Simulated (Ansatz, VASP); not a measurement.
## VPtC4N4 in VASP and in Ansatz

```xyz
10
Lattice="6.0054 0.0000 0.0000 0.0000 6.0054 0.0000 0.0000 0.0000 6.0054" Properties=species:S:1:pos:R:3 pbc="T T T"
V     0.0000    0.0000    0.0000
Pt    3.0027    3.0027    3.0027
C     1.1500    1.1500    1.1500
C     1.1500    4.8554    4.8554
C     4.8554    1.1500    4.8554
C     4.8554    4.8554    1.1500
N     1.8309    1.8309    1.8309
N     1.8309    4.1744    4.1744
N     4.1744    1.8309    4.1744
N     4.1744    4.1744    1.8309
```

Alike in both runs: functional PBE; k mesh 6 × 6 × 6; occupations gaussian, width 0.1 eV; collinear spin.

Ansatz relaxed the structure, and its values are those at the end. VASP's run is a single point on that final structure, the one shown.

|  | VASP | Ansatz |
| --- | --- | --- |
| version | VASP 6.6.1 | Ansatz 0.2.0 |
| potentials or method | VASP PAW PBE potentials, release 64 (V_sv, Pt, C, N), cutoff 520 eV | scalar-relativistic, plane waves, PAW |
| valence electrons in the cell | 59 | 67 |

VASP gave:

```
gap on the k mesh at the Fermi level (eV)                     : none
pressure (GPa)                                                : 0.3
rms of the force components (eV/Å)                            : 0.157
net moment per atom (μB)                                      : 0.10
size of the moment on the site where the two differ most (μB) : 1.45
```

Q: Which values does Ansatz return?

A: gap on the k mesh at the Fermi level (eV): none; pressure (GPa): 0.0; rms of the force components (eV/Å): 0.002; net moment per atom (μB): 0.10; size of the moment on the site where the two differ most (μB): 1.14.

Site moments also hang on the region over which each program counts them. A gap of «none» marks a metal or a gap that the smearing closes. One of these differences is far larger than is usual between the two programs; its cause wasn't traced. The functional is the same, so the differences come from potentials, cutoffs and numerics. VASP's potentials hold 59 valence electrons a cell and Ansatz's 67, so a difference there can come from the potentials and not from the codes.

Neither program's run includes spin-orbit coupling. Noted on VASP's run: the standard files for N, O and F lose accuracy on very short bonds.
